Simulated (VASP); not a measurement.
# NbSb: single point with r2SCAN

NbSb:

```
Nb Sb
1.0
     0.00000    3.15521    3.15521
     3.15521    0.00000    3.15521
     3.15521    3.15521    0.00000
Nb Sb
1 1
Direct
  0.00000 0.00000 0.00000
  0.25000 0.25000 0.25000
```

| Item | Value |
| --- | --- |
| Program | VASP 6.6.1 |
| Task | single point |
| Functional | r2SCAN |
| Potentials or basis | VASP PAW PBE potentials, release 64 (Nb_sv, Sb) |
| Cutoff | 520 eV |
| k mesh | 10 × 10 × 10 |
| Occupations | gaussian, width 0.05 eV |
| Spin | no spin polarisation |
| Dipole correction | no |
| Further INCAR settings | ALGO = Normal; EDIFF = 1e-06; NBANDS = 16 |

```json
{
  "Pressure": "-1.4 GPa",
  "Band gap on the k mesh": "zero (bands 9 and 10 overlap by 0.34 eV)"
}
```

Levels at points of the mesh, in eV from the Fermi level:
```csv
k point,band 5,band 6,band 7,band 8,band 9,band 10,band 11,band 12,band 13,band 14
"(0.00, 0.00, 0.00)",-10.55,-2.95,-2.95,-2.95,0.06,0.06,3.23,5.20,5.20,5.20
"(0.50, 0.00, 0.00)",-9.65,-3.92,-2.61,-2.61,0.26,0.26,0.37,2.94,2.94,4.57
"(0.50, 0.50, 0.00)",-9.34,-4.24,-1.93,-1.93,-0.74,0.53,0.55,1.05,1.05,5.89
```

It took 3.6 min on 1 thread of Intel(R) Xeon(R) Platinum 8488C (Sapphire Rapids) (shared host), peak memory 0.24 GiB.

Caveat: the PAW data sets were made with another functional, which shifts forces and pressure a little; spin-orbit coupling is left out, which moves the levels of the heavy elements.
